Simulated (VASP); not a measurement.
# Au (Fm-3m) in VASP: relaxation of cell and atoms with r2SCAN

Aim: the relaxation of cell and atoms of Au with r2SCAN.

Everything below comes from runs of VASP 6.6.1. Logs are shortened: lines on timing, memory, paths and dates and some standing lists are left out, and cuts for length are marked.

## (1) The cell of the first run

It takes space group Fm-3m (No. 225, cubic). Conventional cell: a = 4.080 Å, b = 4.080 Å, c = 4.080 Å, α = 90.00°, β = 90.00°, γ = 90.00°. Au (site symmetry m-3m) has 12 Au at 2.88 Å within 3.8 Å.

## (2) Relaxation of cell and atoms, r2SCAN

The input, POSCAR:

```
Au
1.0
    0.0000000000      2.0400000000      2.0400000000
    2.0400000000      0.0000000000      2.0400000000
    2.0400000000      2.0400000000      0.0000000000
Au
1
Direct
    0.0000000000      0.0000000000      0.0000000000
```

The input, INCAR.step1:

```
SYSTEM = Au
PREC = Accurate ; ENCUT = 600
ISMEAR = 0 ; SIGMA = 0.1
LREAL = .FALSE. ; LASPH = .TRUE.
NELM = 80 ; GGA = PE
ALGO = Normal ; EDIFF = 1E-4
LWAVE = .TRUE. ; LCHARG = .FALSE.
```

The input, INCAR.step2:

```
SYSTEM = Au
PREC = Accurate ; ENCUT = 600
EDIFF = 1E-6 ; ISMEAR = 0
SIGMA = 0.1 ; LREAL = .FALSE.
LASPH = .TRUE. ; NELM = 80
ALGO = Normal ; ISIF = 3
LWAVE = .FALSE. ; LCHARG = .FALSE.
METAGGA = R2SCAN ; LMIXTAU = .TRUE.
IBRION = 2 ; NSW = 80
EDIFFG = -0.003 ; ISTART = 1
```

The input, KPOINTS:

```
Automatic mesh
0
G
  34 34 34
  0 0 0
```

Potentials or basis: VASP PAW PBE potentials, release 64 (Au).

On the command line:

```bash
$ cat potpaw_PBE.64/Au/POTCAR > POTCAR
$ cp INCAR.step1 INCAR
$ mpirun -np 1 vasp_std > vasp.out
$ cp INCAR.step2 INCAR
$ mpirun -np 1 vasp_std > vasp.out
```

OUTCAR:

```text
SYSTEM = Au
   PREC = Accurate
   ENCUT = 600
   EDIFF = 1E-6
   ISMEAR = 0
   LREAL = .FALSE.
   LASPH = .TRUE.
   NELM = 80
   ISIF = 3
   METAGGA = R2SCAN
   IBRION = 2
   NSW = 80
   EDIFFG = -0.003
   ISTART = 1

 ion  position               nearest neighbor table
   1  0.000  0.000  0.000-

  LATTYP: Found a face centered cubic cell.
 ALAT       =     4.0800000000

  Lattice vectors:

 A1 = (   0.0000000000,   2.0400000000,   2.0400000000)
 A2 = (   2.0400000000,   0.0000000000,   2.0400000000)
 A3 = (   2.0400000000,   2.0400000000,   0.0000000000)

Analysis of symmetry for initial positions (statically):
=====================================================================
 Subroutine PRICEL returns:
 Original cell was already a primitive cell.

 Routine SETGRP: Setting up the symmetry group for a
 face centered cubic supercell.

 Subroutine GETGRP returns: Found 48 space group operations
 (whereof 48 operations were pure point group operations)
 out of a pool of 48 trial point group operations.

The static configuration has the point symmetry O_h .

Analysis of symmetry for dynamics (positions and initial velocities):
=====================================================================
 Subroutine PRICEL returns:
 Original cell was already a primitive cell.

 Routine SETGRP: Setting up the symmetry group for a
 face centered cubic supercell.

 Subroutine GETGRP returns: Found 48 space group operations
 (whereof 48 operations were pure point group operations)
 out of a pool of 48 trial point group operations.

The dynamic configuration has the point symmetry O_h .

 Subroutine INISYM returns: Found 48 space group operations
 (whereof 48 operations are pure point group operations),
 and found     1 'primitive' translations

----------------------------------------------------------------------------------------

                                     Primitive cell

  volume of cell :      16.9793

  direct lattice vectors                    reciprocal lattice vectors
     0.000000000  2.040000000  2.040000000    -0.245098039  0.245098039  0.245098039
     2.040000000  0.000000000  2.040000000     0.245098039 -0.245098039  0.245098039
     2.040000000  2.040000000  0.000000000     0.245098039  0.245098039 -0.245098039

  length of vectors
     2.884995667  2.884995667  2.884995667     0.424522257  0.424522257  0.424522257

  position of ions in fractional coordinates (direct lattice)
     0.000000000  0.000000000  0.000000000

  ion indices of the primitive-cell ions
   primitive index   ion index
                 1           1

----------------------------------------------------------------------------------------

 KPOINTS: Automatic mesh

Automatic generation of k-mesh.
 Grid dimensions read from file:
 generate k-points for:   34   34   34

 Generating k-lattice:

  Cartesian coordinates                     Fractional coordinates (reciprocal lattice)
    -0.007208766  0.007208766  0.007208766     0.029411765  0.000000000  0.000000000
     0.007208766 -0.007208766  0.007208766     0.000000000  0.029411765  0.000000000
     0.007208766  0.007208766 -0.007208766     0.000000000  0.000000000  0.029411765

  Length of vectors
     0.012485949  0.012485949  0.012485949

  Shift w.r.t. Gamma in fractional coordinates (k-lattice)
     0.000000000  0.000000000  0.000000000

 Subroutine IBZKPT returns following result:
 ===========================================

 Found   1059 irreducible k-points:

 Following reciprocal coordinates:
            Coordinates               Weight
  0.000000  0.000000  0.000000      1.000000
  0.029412  0.000000  0.000000      8.000000
  0.058824  0.000000  0.000000      8.000000
  0.088235  0.000000  0.000000      8.000000
  0.117647  0.000000  0.000000      8.000000
  0.147059  0.000000  0.000000      8.000000
[... 16 lines left out ...]
  0.147059  0.029412  0.000000     24.000000
  0.176471  0.029412  0.000000     24.000000
 [... further k-points ...]
   k-points           NKPTS =   1059   k-points in BZ     NKDIM =   1059   number of bands    NBANDS=      9
   number of dos      NEDOS =    301   number of ions     NIONS =      1
   total plane-waves  NPLWV =  13824
   dimension x,y,z NGX =    24 NGY =   24 NGZ =   24
   dimension x,y,z NGXF=    48 NGYF=   48 NGZF=   48
   ions per type =               1
   NGX,Y,Z   is equivalent  to a cutoff of  13.83, 13.83, 13.83 a.u.
   NGXF,Y,Z  is equivalent  to a cutoff of  27.66, 27.66, 27.66 a.u.
 SYSTEM =  Au
   PREC   = accura    normal or accurate (medium, high low for compatibility)
   ISTART =      1    job   : 0-new  1-cont  2-samecut
   ICHARG =      0    charge: 1-file 2-atom 10-const
   ISPIN  =      1    spin polarized calculation?
   LNONCOLLINEAR =      F non collinear calculations
   LSORBIT =      F    spin-orbit coupling
   LASPH  =      T    aspherical Exc in radial PAW
   ENCUT  =  600.0 eV  44.10 Ry    6.64 a.u.   5.76  5.76  5.76*2*pi/ulx,y,z
   NELM   =     80;   NELMIN=  2; NELMDL=  0     # of ELM steps
   EDIFF  = 0.1E-05   stopping-criterion for ELM
   LREAL  =      F    real-space projection
   EDIFFG = -.3E-02   stopping-criterion for IOM
   NSW    =     80    number of steps for IOM
   IBRION =      2    ionic relax: 0-MD 1-quasi-New 2-CG
   NFREE  =      1    steps in history (QN), initial steepest desc. (CG)
   ISIF   =      3    stress and relaxation
   ISYM   =      2    0-nonsym 1-usesym 2-fastsym
   POTIM  = 0.5000    time-step for ionic-motion
   TEBEG  =    0.0;   TEEND  =   0.0 temperature during run
   PSTRESS=    0.0 pullay stress
   NELECT =      11.0000    total number of electrons
   NUPDOWN=      -1.0000    fix difference up-down
   EMIN   =  10.00;   EMAX   =-10.00  energy-range for DOS
   EFERMI =   0.00;   METHOD = LEGACY
   ISMEAR =     0;   SIGMA  =   0.10  broadening in eV -4-tet -1-fermi 0-gaus
   EFERMI_NEDOS =   21; number of points for ismear=-14 and -15
   IALGO  =     38    algorithm
   IMIX   =      4    mixing-type and parameters
     AMIX     =   0.40;   BMIX     =  1.00
     AMIX_MAG =   1.60;   BMIX_MAG =  1.00
  volume/ion in A,a.u.               =      16.98       114.58
  Fermi-wavevector in a.u.,A,eV,Ry     =   1.416551  2.676893 27.301680  2.006617
  Thomas-Fermi vector in A             =   2.537874
   LORBIT       =      0    0 simple, 1 ext, 2 COOP (PROOUT), +10 PAW based schemes
   METAGGA = R2SCAN    functional components
   LHFCALC =     F    Hartree Fock is set to
   AEXX    =    0.0000 exact exchange contribution
   IVDW    =     0    specifies the selected vdW correction
   LEPSILON=     F    determine dielectric tensor
   LRPA    =     F    only Hartree local field effects (RPA)
 conjugate gradient relaxation of ions
 non-spin polarized calculation
 Gauss-broadening in eV      SIGMA  =   0.10
  energy-cutoff  :      600.00
  volume of cell :       16.98
 maximum number of plane-waves:       588
   NGX = 11   NGY = 11   NGZ = 11

--------------------------------------- Ionic step        1  -------------------------------------------

 number of electron      11.0000000 magnetization

 Free energy of the ion-electron system (eV)
  ---------------------------------------------------
  ext. energy  EPLUGINS =         0.00000000
  ---------------------------------------------------
  free energy    TOTEN  =       -50.58479973 eV

  energy without entropy =      -50.58367421  energy(sigma->0) =      -50.58423697

------------------------ aborting loop because EDIFF is reached ----------------------------------------

  FORCE on cell =-STRESS in cart. coord.  units (eV):
  Direction    XX          YY          ZZ          XY          YZ          ZX
  --------------------------------------------------------------------------------------
  -------------------------------------------------------------------------------------
  Total        0.6241652      0.6241652      0.6241652      0.0000000      0.0000000      0.0000000
  in kB       58.8965165     58.8965165     58.8965165      0.0000000      0.0000000      0.0000000
  external PRESSURE =      58.8965165 kB  Pullay stress =       0.0000000 kB
[... 86 lines left out ...]
  FREE ENERGIE OF THE ION-ELECTRON SYSTEM (eV)
  ---------------------------------------------------
  free  energy   TOTEN  =       -50.5952300291 eV

  energy  without entropy=      -50.5939685493  energy(sigma->0) =      -50.59459929

[... ionic steps 4 to 14 ...]

--------------------------------------- Ionic step       15  -------------------------------------------

 number of electron      11.0000001 magnetization

------------------------ aborting loop because EDIFF is reached ----------------------------------------

  FORCE on cell =-STRESS in cart. coord.  units (eV):
  Direction    XX          YY          ZZ          XY          YZ          ZX
  --------------------------------------------------------------------------------------
  -------------------------------------------------------------------------------------
  Total        0.0046760      0.0046760      0.0046760      0.0000000      0.0000000      0.0000000
  in kB        0.4263704      0.4263704      0.4263704      0.0000000      0.0000000      0.0000000
  external PRESSURE =       0.4263704 kB  Pullay stress =       0.0000000 kB
[... 55 lines left out ...]
  energy  without entropy=      -50.5939720768  energy(sigma->0) =      -50.59460217

--------------------------------------- Ionic step       17  -------------------------------------------

 number of electron      11.0000001 magnetization

 Free energy of the ion-electron system (eV)
  ---------------------------------------------------
  ext. energy  EPLUGINS =         0.00000000
  ---------------------------------------------------
  free energy    TOTEN  =       -50.59523196 eV

  energy without entropy =      -50.59397126  energy(sigma->0) =      -50.59460161

 E-fermi :   8.8762     XC(G=0): -13.4105

 val. band max:        8.8752544332   @ k =   0.5000   0.2647   0.0882
 cond. band min:       8.8888468992   @ k =   0.5000   0.0882   0.0000
 fundamental gap:      0.0135924660
 Fermi energy:         8.8762230905

 k-point     1 :       0.0000    0.0000    0.0000
  band No.  band energies     occupation
      1      -0.9355      2.00000
      2       4.0392      2.00000
      3       4.0392      2.00000
      4       4.0392      2.00000
      5       5.4897      2.00000
      6       5.4897      2.00000
      7      24.1777      0.00000
      8      28.0819      0.00000
      9      28.0819      0.00000
[... 265 lines left out ...]
 k-point    24 :       0.1765    0.0294    0.0000
  band No.  band energies     occupation
      1       0.0107      2.00000
      2       3.8159      2.00000
      3       4.2916      2.00000
      4       4.2984      2.00000
      5       5.3578      2.00000
      6       5.5303      2.00000
      7      23.5562      0.00000
      8      25.2825      0.00000
      9      28.4690      0.00000

 [... further k-points ...]

------------------------ aborting loop because EDIFF is reached ----------------------------------------

  FORCE on cell =-STRESS in cart. coord.  units (eV):
  Direction    XX          YY          ZZ          XY          YZ          ZX
  --------------------------------------------------------------------------------------
  -------------------------------------------------------------------------------------
  Total        0.0009184      0.0009184      0.0009184      0.0000000      0.0000000      0.0000000
  in kB        0.0837148      0.0837148      0.0837148      0.0000000      0.0000000      0.0000000
  external PRESSURE =       0.0837148 kB  Pullay stress =       0.0000000 kB
[... 16 lines left out ...]
  FREE ENERGIE OF THE ION-ELECTRON SYSTEM (eV)
  ---------------------------------------------------
  free  energy   TOTEN  =       -50.5952319552 eV

  energy  without entropy=      -50.5939712636  energy(sigma->0) =      -50.59460161

 reached required accuracy - stopping structural energy minimisation
```

It took 77 min on 1 thread of Oxide Virtual Turin-like, shared host; peak memory 0.34 GiB.

Results:

```
Free energy                           : -50.5952 eV
Relaxed volume                        : 17.58 Å³/atom
Relaxed cell                          : a = 2.918 Å, b = 2.918 Å, c = 2.918 Å, α = 60.00°, β = 60.00°, γ = 60.00°
Space group after relaxing (to 0.1 Å) : Fm-3m (No. 225)
Energy gained by relaxing             : 10.4 meV/atom
Ionic steps                           : 17
Pressure after relaxing               : 0.0 GPa
Band gap on the k mesh                : zero (an odd number of electrons rules out a gap without spin polarisation)
```

Step by step:
```tsv
step	energy change (eV)	largest force (eV/Å)	pressure (GPa)	volume (Å³)
1	0.0000	0.0000	5.89	16.98
2	0.0131	0.0000	-7.17	18.56
3	-0.0104	0.0000	-0.03	17.58
4	-0.0104	0.0000	0.05	17.57
5	-0.0104	0.0000	0.04	17.57
6	-0.0104	0.0000	0.05	17.57
7	-0.0104	0.0000	0.04	17.57
8	-0.0104	0.0000	0.04	17.57
9	-0.0104	0.0000	0.04	17.57
10	-0.0104	0.0000	0.04	17.57
11	-0.0104	0.0000	0.04	17.57
12	-0.0104	0.0000	0.04	17.57
13	-0.0104	0.0000	0.04	17.57
14	-0.0104	0.0000	0.04	17.57
15	-0.0104	0.0000	0.04	17.57
16	-0.0104	0.0000	0.03	17.57
17	-0.0104	0.0000	0.01	17.58
```

Final structure:
```
Au
1.0
     0.00000    2.06362    2.06362
     2.06362    0.00000    2.06362
     2.06362    2.06362    0.00000
Au
1
Direct
  0.00000 0.00000 0.00000
```

Caveat: the PAW data sets were made with another functional, which shifts forces and pressure a little; spin-orbit coupling is left out, which moves the levels of the heavy elements.
